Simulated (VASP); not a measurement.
# Mg4Se (P-43m) in VASP: a series of runs, part 3 of 3

VASP 6.6.1. Earlier steps stand in the parts before.

**4. Relaxation of cell and atoms, PBE**

INCAR

```
SYSTEM = Mg4Se
PREC = Accurate ; ENCUT = 600
EDIFF = 1E-6 ; ISMEAR = 0
SIGMA = 0.1 ; LREAL = .False.
LASPH = .True. ; NELM = 100
ALGO = Normal ; ISIF = 3
LWAVE = .False. ; LCHARG = .False.
GGA = PE ; IBRION = 2
NSW = 90 ; EDIFFG = -0.04
```

KPOINTS

```
Automatic mesh
0
Gamma
  4 4 4
  0 0 0
```

POSCAR

```
Mg4Se
1.0
    4.7186124900      0.0000000000      0.0000000000
    0.0000000000      4.7186124900      0.0000000000
    0.0000000000      0.0000000000      4.7186124900
Mg Se
4 1
Direct
    0.2500000000      0.2500000000      0.2500000000
    0.7500000000      0.7500000000      0.2500000000
    0.2500000000      0.7500000000      0.7500000000
    0.7500000000      0.2500000000      0.7500000000
    0.0000000000      0.0000000000      0.0000000000
```

Potentials or basis: VASP PAW PBE potentials, release 64 (Mg, Se).

On the command line:

```
$ cat potpaw_PBE.64/Mg/POTCAR potpaw_PBE.64/Se/POTCAR > POTCAR
$ mpirun -np 1 vasp_std > vasp.out
```

OUTCAR:

```text
SYSTEM = Mg4Se
   PREC = Accurate
   ENCUT = 600
   EDIFF = 1E-6
   ISMEAR = 0
   LREAL = .False.
   LASPH = .True.
   NELM = 100
   ISIF = 3
   GGA = PE
   IBRION = 2
   NSW = 90
   EDIFFG = -0.04

 ion  position               nearest neighbor table
   1  0.250  0.250  0.250-   5 2.04   3 3.34   4 3.34   2 3.34   3 3.34   4 3.34   2 3.34   3 3.34
                             3 3.34   2 3.34   4 3.34   4 3.34   2 3.34
   2  0.750  0.750  0.250-   5 2.04   3 3.34   4 3.34   1 3.34   3 3.34   4 3.34   1 3.34   4 3.34
                             4 3.34   1 3.34   3 3.34   3 3.34   1 3.34
   3  0.250  0.750  0.750-   5 2.04   2 3.34   4 3.34   1 3.34   1 3.34   2 3.34   1 3.34   4 3.34
                             1 3.34   2 3.34   4 3.34   2 3.34   4 3.34
   4  0.750  0.250  0.750-   5 2.04   2 3.34   3 3.34   1 3.34   1 3.34   2 3.34   2 3.34   3 3.34
                             2 3.34   1 3.34   3 3.34   1 3.34   3 3.34
   5  0.000  0.000  0.000-   1 2.04   2 2.04   3 2.04   4 2.04

  LATTYP: Found a simple cubic cell.
 ALAT       =     4.7186124900

  Lattice vectors:

 A1 = (   4.7186124900,   0.0000000000,   0.0000000000)
 A2 = (   0.0000000000,   4.7186124900,   0.0000000000)
 A3 = (   0.0000000000,   0.0000000000,   4.7186124900)

Analysis of symmetry for initial positions (statically):
=====================================================================
 Subroutine PRICEL returns:
 Original cell was already a primitive cell.

 Routine SETGRP: Setting up the symmetry group for a
 simple cubic supercell.

 Subroutine GETGRP returns: Found 24 space group operations
 (whereof 24 operations were pure point group operations)
 out of a pool of 48 trial point group operations.

The static configuration has the point symmetry T_d .

Analysis of symmetry for dynamics (positions and initial velocities):
=====================================================================
 Subroutine PRICEL returns:
 Original cell was already a primitive cell.

 Routine SETGRP: Setting up the symmetry group for a
 simple cubic supercell.

 Subroutine GETGRP returns: Found 24 space group operations
 (whereof 24 operations were pure point group operations)
 out of a pool of 48 trial point group operations.

The dynamic configuration has the point symmetry T_d .

 Subroutine INISYM returns: Found 24 space group operations
 (whereof 24 operations are pure point group operations),
 and found     1 'primitive' translations

----------------------------------------------------------------------------------------

                                     Primitive cell

  volume of cell :     105.0613

  direct lattice vectors                    reciprocal lattice vectors
     4.718612490  0.000000000  0.000000000     0.211926706  0.000000000  0.000000000
     0.000000000  4.718612490  0.000000000     0.000000000  0.211926706  0.000000000
     0.000000000  0.000000000  4.718612490     0.000000000  0.000000000  0.211926706

  length of vectors
     4.718612490  4.718612490  4.718612490     0.211926706  0.211926706  0.211926706

  position of ions in fractional coordinates (direct lattice)
     0.250000000  0.250000000  0.250000000
     0.750000000  0.750000000  0.250000000
     0.250000000  0.750000000  0.750000000
     0.750000000  0.250000000  0.750000000
     0.000000000  0.000000000  0.000000000

  ion indices of the primitive-cell ions
   primitive index   ion index
                 1           1
                 2           2
                 3           3
[... 25 lines left out ...]
 ===========================================

 Found     10 irreducible k-points:

 Following reciprocal coordinates:
            Coordinates               Weight
  0.000000  0.000000  0.000000      1.000000
  0.250000  0.000000  0.000000      6.000000
  0.500000  0.000000  0.000000      3.000000
  0.250000  0.250000  0.000000     12.000000
  0.500000  0.250000  0.000000     12.000000
  0.500000  0.500000  0.000000      3.000000
  0.250000  0.250000  0.250000      8.000000
  0.500000  0.250000  0.250000     12.000000
  0.500000  0.500000  0.250000      6.000000
  0.500000  0.500000  0.500000      1.000000
   k-points           NKPTS =     10   k-points in BZ     NKDIM =     10   number of bands    NBANDS=     11
   number of dos      NEDOS =    301   number of ions     NIONS =      5
   total plane-waves  NPLWV =  64000
   dimension x,y,z NGX =    40 NGY =   40 NGZ =   40
   dimension x,y,z NGXF=    80 NGYF=   80 NGZF=   80
   ions per type =               4   1
   NGX,Y,Z   is equivalent  to a cutoff of  14.09, 14.09, 14.09 a.u.
   NGXF,Y,Z  is equivalent  to a cutoff of  28.19, 28.19, 28.19 a.u.
 SYSTEM =  Mg4Se
   PREC   = accura    normal or accurate (medium, high low for compatibility)
   ISTART =      0    job   : 0-new  1-cont  2-samecut
   ICHARG =      2    charge: 1-file 2-atom 10-const
   ISPIN  =      1    spin polarized calculation?
   LNONCOLLINEAR =      F non collinear calculations
   LSORBIT =      F    spin-orbit coupling
   LASPH  =      T    aspherical Exc in radial PAW
   ENCUT  =  600.0 eV  44.10 Ry    6.64 a.u.   9.42  9.42  9.42*2*pi/ulx,y,z
   NELM   =    100;   NELMIN=  2; NELMDL= -5     # of ELM steps
   EDIFF  = 0.1E-05   stopping-criterion for ELM
   LREAL  =      F    real-space projection
   EDIFFG = -.4E-01   stopping-criterion for IOM
   NSW    =     90    number of steps for IOM
   IBRION =      2    ionic relax: 0-MD 1-quasi-New 2-CG
   NFREE  =      1    steps in history (QN), initial steepest desc. (CG)
   ISIF   =      3    stress and relaxation
   ISYM   =      2    0-nonsym 1-usesym 2-fastsym
   POTIM  = 0.5000    time-step for ionic-motion
   TEBEG  =    0.0;   TEEND  =   0.0 temperature during run
   PSTRESS=    0.0 pullay stress
   NELECT =      14.0000    total number of electrons
   NUPDOWN=      -1.0000    fix difference up-down
   EMIN   =  10.00;   EMAX   =-10.00  energy-range for DOS
   EFERMI =   0.00;   METHOD = LEGACY
   ISMEAR =     0;   SIGMA  =   0.10  broadening in eV -4-tet -1-fermi 0-gaus
   EFERMI_NEDOS =   21; number of points for ismear=-14 and -15
   IALGO  =     38    algorithm
   IMIX   =      4    mixing-type and parameters
     AMIX     =   0.40;   BMIX     =  1.00
     AMIX_MAG =   1.60;   BMIX_MAG =  1.00
  volume/ion in A,a.u.               =      21.01       141.80
  Fermi-wavevector in a.u.,A,eV,Ry     =   0.836187  1.580164  9.513302  0.699208
  Thomas-Fermi vector in A             =   1.949869
   LORBIT       =      0    0 simple, 1 ext, 2 COOP (PROOUT), +10 PAW based schemes
   GGA     = PE    functional components
   LHFCALC =     F    Hartree Fock is set to
   AEXX    =    0.0000 exact exchange contribution
   IVDW    =     0    specifies the selected vdW correction
   LEPSILON=     F    determine dielectric tensor
   LRPA    =     F    only Hartree local field effects (RPA)
 conjugate gradient relaxation of ions
 non-spin polarized calculation
 Gauss-broadening in eV      SIGMA  =   0.10
  energy-cutoff  :      600.00
  volume of cell :      105.06
 maximum number of plane-waves:      3544
 NGX is ok and might be reduce to    40

--------------------------------------- Ionic step        1  -------------------------------------------

 number of electron      13.9999999 magnetization

 Free energy of the ion-electron system (eV)
  ---------------------------------------------------
  ext. energy  EPLUGINS =         0.00000000
  ---------------------------------------------------
  free energy    TOTEN  =        -4.56617379 eV

  energy without entropy =       -4.55816018  energy(sigma->0) =       -4.56216699

------------------------ aborting loop because EDIFF is reached ----------------------------------------

  FORCE on cell =-STRESS in cart. coord.  units (eV):
  Direction    XX          YY          ZZ          XY          YZ          ZX
  --------------------------------------------------------------------------------------
  -------------------------------------------------------------------------------------
  Total       20.1185609     20.1185609     20.1185609     -0.0000000     -0.0000000      0.0000000
  in kB      306.8064997    306.8064997    306.8064997     -0.0000000     -0.0000000      0.0000000
  external PRESSURE =     306.8064997 kB  Pullay stress =       0.0000000 kB
[... 260 lines left out ...]
--------------------------------------- Ionic step        8  -------------------------------------------

 number of electron      14.0000001 magnetization

 Free energy of the ion-electron system (eV)
  ---------------------------------------------------
  ext. energy  EPLUGINS =         0.00000000
  ---------------------------------------------------
  free energy    TOTEN  =       -10.45214379 eV

  energy without entropy =      -10.43325278  energy(sigma->0) =      -10.44269829

 E-fermi :   2.0438     XC(G=0):  -8.1245

 val. band max:        2.0007591097   @ k =   0.2500   0.2500   0.0000
 cond. band min:       2.2941077194   @ k =   0.2500   0.0000   0.0000
 fundamental gap:      0.2933486098
 Fermi energy:         2.0438142252

 k-point     1 :       0.0000    0.0000    0.0000
  band No.  band energies     occupation
      1     -11.1654      2.00000
      2      -2.6488      2.00000
      3      -1.4659      2.00000
      4      -1.4659      2.00000
      5      -1.4659      2.00000
      6       1.9654      1.73252
      7       1.9654      1.73252
      8       3.8456      0.00000
      9       4.0092      0.00000
     10       4.0092      0.00000
     11       4.0092      0.00000
[... 156 lines left out ...]
  FREE ENERGIE OF THE ION-ELECTRON SYSTEM (eV)
  ---------------------------------------------------
  free  energy   TOTEN  =       -10.4521437927 eV

  energy  without entropy=      -10.4332527820  energy(sigma->0) =      -10.44269829

 reached required accuracy - stopping structural energy minimisation
```

Wall time 54 s (1 thread of Intel Xeon 6975P-C (Granite Rapids), shared host); peak memory 0.24 GiB.

What came out:

* Free energy: -10.4521 eV
* Relaxed volume: 26.66 Å³/atom
* Relaxed cell: a = 5.108 Å, b = 5.108 Å, c = 5.108 Å, α = 90.00°, β = 90.00°, γ = 90.00°
* Space group after relaxing (to 0.1 Å): P-43m (No. 215)
* Energy gained by relaxing: 1177.2 meV/atom
* Ionic steps: 8
* Pressure after relaxing: 0.1 GPa
* Band gap on the k mesh: zero (bands 7 and 8 overlap by 2.61 eV)

Step by step:
```tsv
step	energy change (eV)	largest force (eV/Å)	pressure (GPa)	volume (Å³)
1	0.0000	7.7633	30.68	105.06
2	-4.8622	0.4515	-5.30	178.89
3	-5.6897	0.5884	-1.79	146.30
4	-5.6883	0.6377	-1.58	145.39
5	-5.7965	0.5209	-0.87	139.97
6	-5.8729	0.1848	0.88	130.79
7	-5.8733	0.2116	0.75	131.36
8	-5.8860	0.0035	0.12	133.31
```

Final structure:
```
Mg Se
1.0
     5.10839    0.00000    0.00000
     0.00000    5.10839    0.00000
     0.00000    0.00000    5.10839
Mg Se
4 1
Cartesian
  1.4833 1.4833 1.4833
  3.6250 3.6250 1.4833
  1.4833 3.6250 3.6250
  3.6250 1.4833 3.6250
  0.0000 0.0000 0.0000
```

Levels at points of the mesh, in eV from the Fermi level:
```csv
k point,band 5,band 6,band 7,band 8,band 9,band 10
"(0.00, 0.00, 0.00)",-3.51,-0.08,-0.08,1.80,1.97,1.97
"(0.50, 0.00, 0.00)",-2.31,-2.16,1.04,1.34,1.34,1.53
"(0.50, 0.50, 0.00)",-3.14,-0.17,-0.17,0.31,1.68,2.58
"(0.50, 0.50, 0.50)",-2.51,-1.57,-1.57,-1.57,3.13,3.13
```

Caveat: the volume moved by over 15 % at a fixed basis, so the end points are rough.

**5. Single point, PBE**

This run uses another cell than the first one, of 26.66 Å³/atom.

INCAR

```
SYSTEM = Mg4Se
PREC     = Accurate       ! precision mode
ENCUT    = 520            ! plane-wave cutoff, eV
EDIFF    = 1E-7           ! SCF threshold, eV
ISMEAR   = 0              ! smearing method
SIGMA    = 0.1            ! smearing width, eV
LREAL    = .FALSE.        ! projectors in reciprocal space
LASPH    = .TRUE.         ! aspherical terms in the spheres
NELM     = 60             ! most SCF steps
ALGO     = Normal         ! electronic algorithm
ISIF     = 2              ! what is computed and relaxed
LWAVE    = .FALSE.        ! write WAVECAR
LCHARG   = .FALSE.        ! write CHGCAR
GGA      = PE             ! functional
NBANDS   = 15             ! bands
```

KPOINTS

```
regular mesh
0
G
  8 8 8
  0 0 0
```

POSCAR

```
Mg4Se
1.0
    5.1083781156      0.0000000000      0.0000000000
    0.0000000000      5.1083781156      0.0000000000
    0.0000000000      0.0000000000      5.1083781156
Mg Se
4 1
Direct
    0.2894594747      0.2894594747      0.2894594747
    0.7105405253      0.7105405253      0.2894594747
    0.2894594747      0.7105405253      0.7105405253
    0.7105405253      0.2894594747      0.7105405253
    0.0000000000      0.0000000000      0.0000000000
```

On the command line:

```
$ cat potpaw_PBE.64/Mg/POTCAR potpaw_PBE.64/Se/POTCAR > POTCAR
$ mpirun -np 1 vasp_std > vasp.out
```

It took 33 s on 1 thread of Intel Xeon 6975P-C (Granite Rapids), shared host; peak memory 0.27 GiB.

The run converged. Its results:

* Free energy: -10.4192 eV
* Pressure: -0.1 GPa
* Largest force: 0.006 eV/Å
* Band gap on the k mesh: zero (bands 7 and 8 overlap by 2.61 eV)

Forces in eV/Å, atoms in the order of the input:
```
Mg   0.003  0.003  0.003
Mg  -0.003 -0.003  0.003
Mg   0.003 -0.003 -0.003
Mg  -0.003  0.003 -0.003
Se   0.000  0.000  0.000
```

Levels at points of the mesh, in eV from the Fermi level:
```tsv
k point	band 4	band 5	band 6	band 7	band 8	band 9	band 10	band 11
(0.00, 0.00, 0.00)	-3.64	-3.64	-0.19	-0.19	1.69	1.85	1.85	1.85
(0.50, 0.00, 0.00)	-3.47	-2.42	-2.28	0.93	1.23	1.23	1.41	2.75
(0.50, 0.50, 0.00)	-3.68	-3.27	-0.29	-0.29	0.19	1.57	2.47	2.75
(0.50, 0.50, 0.50)	-4.26	-2.62	-1.68	-1.68	-1.68	3.01	3.01	3.01
```

**6. Single point, PBE**

This run uses another cell than the first one: it holds 10 atoms, not 5.

INCAR

```
ALGO = Normal
EDIFF = 1E-7
ENCUT = 520
GGA = PE
ISIF = 2
ISMEAR = 0
LASPH = T
LCHARG = T
LELF = T
LREAL = F
LVHAR = T
LWAVE = F
NBANDS = 25
NELM = 80
PREC = Accurate
SIGMA = 0.2
```

KPOINTS

```
k-points
0
Gamma
  4 4 2
```

POSCAR

```
Mg4Se
1.0
   -5.1083781156      0.0000000000      0.0000000000
    0.0000000000      0.0000000000     -5.1083781156
    0.0000000000    -10.2167562312      0.0000000000
Mg Se
8 2
Direct
    0.7105405253      0.7105405253      0.8552702627
    0.7105405253      0.7105405253      0.3552702627
    0.2894594747      0.7105405253      0.6447297373
    0.2894594747      0.7105405253      0.1447297373
    0.7105405253      0.2894594747      0.6447297373
    0.7105405253      0.2894594747      0.1447297373
    0.2894594747      0.2894594747      0.8552702627
    0.2894594747      0.2894594747      0.3552702627
    0.0000000000      1.0000000000      0.5000000000
    0.0000000000      0.0000000000      0.0000000000
```

Potentials or basis: VASP PAW PBE potentials, release 64 (Mg, Se).

On the command line:

```
$ cat potpaw_PBE.64/Mg/POTCAR potpaw_PBE.64/Se/POTCAR > POTCAR
$ mpirun -np 1 vasp_std > vasp.out
```

It took 54 s on 1 thread of Intel Xeon 6975P-C (Granite Rapids), shared host; peak memory 0.37 GiB.

Results (log left out):

```
Free energy            : -20.9445 eV
Pressure               : 0.1 GPa
Largest force          : 0.076 eV/Å
Band gap on the k mesh : zero (bands 14 and 15 overlap by 1.28 eV)
```

Forces on the atoms (eV/Å):
```
Mg   0.044  0.044  0.044
Mg   0.044  0.044  0.044
Mg  -0.044 -0.044  0.044
Mg  -0.044 -0.044  0.044
Mg   0.044 -0.044 -0.044
Mg   0.044 -0.044 -0.044
Mg  -0.044  0.044 -0.044
Mg  -0.044  0.044 -0.044
Se   0.000  0.000  0.000
Se   0.000  0.000  0.000
```

Levels at points of the mesh, in eV from the Fermi level:
| k point | band 10 | band 11 | band 12 | band 13 | band 14 | band 15 | band 16 | band 17 | band 18 | band 19 |
| --- | --- | --- | --- | --- | --- | --- | --- | --- | --- | --- |
| (0.00, 0.00, 0.00) | -2.37 | -2.21 | -0.14 | -0.14 | 0.98 | 1.29 | 1.29 | 1.45 | 1.76 | 1.92 |
| (0.50, 0.00, 0.00) | -2.37 | -2.21 | -0.23 | -0.23 | 0.24 | 0.98 | 1.29 | 1.29 | 1.45 | 1.64 |
| (0.50, 0.50, 0.00) | -2.53 | -1.63 | -1.63 | -1.63 | -0.23 | -0.23 | 0.24 | 1.64 | 2.54 | 2.80 |
| (0.00, 0.00, 0.50) | -3.27 | -0.81 | -0.81 | 0.18 | 0.18 | 1.54 | 1.54 | 1.62 | 1.62 | 1.62 |
| (0.50, 0.00, 0.50) | -2.71 | -1.40 | -1.40 | -0.13 | -0.13 | 1.37 | 1.37 | 1.73 | 1.73 | 2.07 |
| (0.50, 0.50, 0.50) | -3.18 | -0.98 | -0.98 | -0.98 | -0.98 | -0.30 | -0.30 | 1.48 | 1.48 | 2.94 |

**7. Summary**

```tsv
task	cell	k mesh	cutoff (eV)	smearing	gap on the mesh (eV)	pressure (GPa)	largest force (eV/Å)
single point	a = 4.719 Å, 5 atoms, atomic positions A	4 × 4 × 4	520	gaussian 0.1 eV	none	30.7	-
single point	a = 5.113 Å, 5 atoms, atomic positions B	4 × 4 × 4	520	gaussian 0.1 eV	none	0.0	0.02
relaxation of cell and atoms	relaxed from a = 4.719 Å, 5 atoms, atomic positions A	4 × 4 × 4	600	gaussian 0.1 eV	none	0.1	-
single point	a = 5.108 Å, 5 atoms, atomic positions B	8 × 8 × 8	520	gaussian 0.1 eV	none	-0.1	0.01
single point	a = 5.108, b = 5.108, c = 10.217 Å, 10 atoms, atomic positions C	4 × 4 × 2	520	gaussian 0.2 eV	none	0.1	0.08
```

Alike in all rows: level PBE; potentials or basis VASP PAW PBE potentials, release 64 (Mg, Se); no spin polarisation.

Caveats: the cell stands under pressure (at least some runs); the volume moved by over 15 % at a fixed basis, so the end points are rough (at least some runs).

Absolute energies hang on the potentials; compare differences alone.
